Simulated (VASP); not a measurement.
The system is La.

```
La
1.0
     3.77270    0.00000    0.00000
    -1.88635    3.26725    0.00000
     0.00000    0.00000   12.11270
La
4
Direct
  0.00000 0.00000 0.00000
  0.00000 0.00000 0.50000
  0.33333 0.66667 0.75000
  0.66667 0.33333 0.25000
```

Base run:

```yaml
Program: VASP 6.6.1
Functional: PBE
Potentials_or_basis: VASP PAW PBE potentials, release 64 (La)
Cutoff: 520 eV
k_mesh: 10 × 10 × 3
Occupations: fermi-dirac, width 0.1 eV
Spin: no spin polarisation
```

Its results: band gap on the k mesh zero (bands 22 and 23 overlap by 1.22 eV); pressure 0.1 GPa.

**Question.** After a change of settings the same cell gave: band gap on the k mesh zero (bands 22 and 23 overlap by 0.54 eV); pressure -2.4 GPa. Which change was it?
A. k mesh from 10 × 10 × 3 to 5 × 5 × 2
B. k mesh from 10 × 10 × 3 to 4 × 4 × 1
C. k mesh from 10 × 10 × 3 to 6 × 6 × 2; further incar settings from ALGO = Normal; EDIFF = 1e-06; NBANDS = 30 to ALGO = Normal; EDIFF = 1e-07; NBANDS = 30
D. k mesh from 10 × 10 × 3 to 3 × 3 × 1

**Answer.** D.

Caveats: some runs use coarse meshes; spin-orbit coupling is left out, which moves the levels of the heavy elements.
